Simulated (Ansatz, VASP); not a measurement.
# One calculation of InSb3, two programs

File INCAR:

```
SYSTEM = InSb3
ALGO     = Normal         ! electronic algorithm
EDIFF    = 1E-6           ! SCF threshold, eV
ENCUT    = 520            ! plane-wave cutoff, eV
GGA      = PE             ! functional
ISIF     = 2              ! what is computed and relaxed
ISMEAR   = -1             ! smearing method
LASPH    = .TRUE.         ! aspherical terms in the spheres
LCHARG   = .TRUE.         ! write CHGCAR
LELF     = .TRUE.         ! ELF
LREAL    = .FALSE.        ! projectors in reciprocal space
LVHAR    = .TRUE.       
LWAVE    = .FALSE.        ! write WAVECAR
NBANDS   = 22             ! bands
NELM     = 60             ! most SCF steps
PREC     = Accurate       ! precision mode
SIGMA    = 0.05           ! smearing width, eV
```

Contents of KPOINTS:

```
k-points
0
G
  6 6 6
  0 0 0
```

POSCAR

```
InSb3
1.0
    0.0000000000      3.7170933668      3.7170933668
    3.7170933668      0.0000000000      3.7170933668
    3.7170933668      3.7170933668      0.0000000000
Sb In
3 1
Direct
    0.5000000000      0.5000000000      0.5000000000
    0.7500000000      0.7500000000      0.7500000000
    0.2500000000      0.2500000000      0.2500000000
    0.0000000000      0.0000000000      0.0000000000
```

File input.yaml:

```yaml
crystal:
  lattice:
    - [0.0, 3.7170933668, 3.7170933668]
    - [3.7170933668, 0.0, 3.7170933668]
    - [3.7170933668, 3.7170933668, 0.0]
  atoms:
    - { symbol: Sb, position: [0.5, 0.5, 0.5] }
    - { symbol: Sb, position: [0.75, 0.75, 0.75] }
    - { symbol: Sb, position: [0.25, 0.25, 0.25] }
    - { symbol: In, position: [0.0, 0.0, 0.0] }
hamiltonian:
  xc: pbe
  pseudopotentials: { kind: paw }
kpoints:
  mp_grid: { grid: [6, 6, 6] }
scf:
  occupations: { method: fermi_dirac, width: 0.05 }
output:
  forces: true
  stress: true
  eigenvalues: true
  write_density: true
  write_potential: true
  elf: true
  volumetric_format: npy
```

Alike in both runs: task single point; functional PBE; k mesh 6 × 6 × 6; occupations fermi-dirac, width 0.05 eV; no spin polarisation.

|  | VASP | Ansatz |
| --- | --- | --- |
| version | VASP 6.6.1 | Ansatz 0.2.0 |
| potentials or method | VASP PAW PBE potentials, release 64 (Sb, In_d) | Ansatz PAW |
| plane-wave cutoff (eV) | 520 | 420 |
| valence electrons in the cell | 28 | 58 |

VASP gave:

- gap on the k mesh at the Fermi level (eV): none
- pressure (GPa): 3.3

**Question.** Which values does Ansatz return?

**Answer.** gap on the k mesh at the Fermi level (eV): none; pressure (GPa): 3.4.

A gap of «none» marks a metal or a gap that the smearing closes. With one functional, cell and mesh, what is left measures potentials, basis and numerics. VASP's potentials hold 28 valence electrons a cell and Ansatz's 58, so a difference there can come from the potentials and not from the codes.

Neither program's run includes spin-orbit coupling.
